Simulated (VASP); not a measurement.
**AlN: relaxation of the atoms with PBE**

AlN:

```xyz
4
Lattice="3.1130 0.0000 0.0000 -1.5565 2.6959 0.0000 0.0000 0.0000 4.9810" Properties=species:S:1:pos:R:3 pbc="T T T"
Al    0.0000    1.7973    0.0000
Al    1.5565    0.8986    2.4905
N     0.0000    1.7973    1.8928
N     1.5565    0.8986    4.3833
```

| Item | Value |
| --- | --- |
| Program | VASP 6.6.1 |
| Task | relaxation of the atoms |
| Functional | PBE |
| Potentials or basis | VASP PAW PBE potentials, release 64 (Al, N) |
| Cutoff | 520 eV |
| k mesh | 11 × 11 × 6 |
| Occupations | fermi-dirac, width 0.02 eV |
| Spin | no spin polarisation |
| Dipole correction | no |
| Further INCAR settings | ALGO = Normal; EDIFF = 1e-06; IBRION = 2; EDIFFG = -0.02; NSW = 80 |

```yaml
Energy_gained_by_relaxing: 0.3 meV/atom
Ionic_steps: 3
Pressure_after_relaxing: 3.4 GPa
Band_gap_on_the_k_mesh: 4.19 eV, direct
```

Stress tensor (GPa, compression positive):
```
3.32 0.00 0.00
0.00 3.32 0.00
0.00 0.00 3.59
```

The path:
```tsv
step	energy change (eV)	largest force (eV/Å)	pressure (GPa)
1	0.0000	0.1289	3.47
2	-0.0012	0.0317	3.40
3	-0.0013	0.0013	3.41
```

Final structure:
```xyz
4
Lattice="3.1130 0.0000 0.0000 -1.5565 2.6959 0.0000 0.0000 0.0000 4.9810" Properties=species:S:1:pos:R:3 pbc="T T T"
Al    0.0000    1.7973    4.9760
Al    1.5565    0.8986    2.4855
N     0.0000    1.7973    1.8977
N     1.5565    0.8986    4.3882
```

Levels at points of the mesh, in eV from the valence-band top:
```tsv
k point	band 6	band 7	band 8	band 9	band 10	band 11
(0.00, 0.00, 0.00)	-0.23	-0.23	0.00	4.19	6.64	10.61
(0.00, 0.00, 0.50)	-0.56	-0.56	-0.56	6.45	6.45	10.31
```

Wall time 67 s on 1 thread of AMD EPYC 7R13 Processor (Zen 3), on a shared host, peak memory 0.14 GiB.

A k mesh can miss the band edges. Expect the measured gap to be larger: semilocal functionals such as PBE lack the derivative discontinuity.
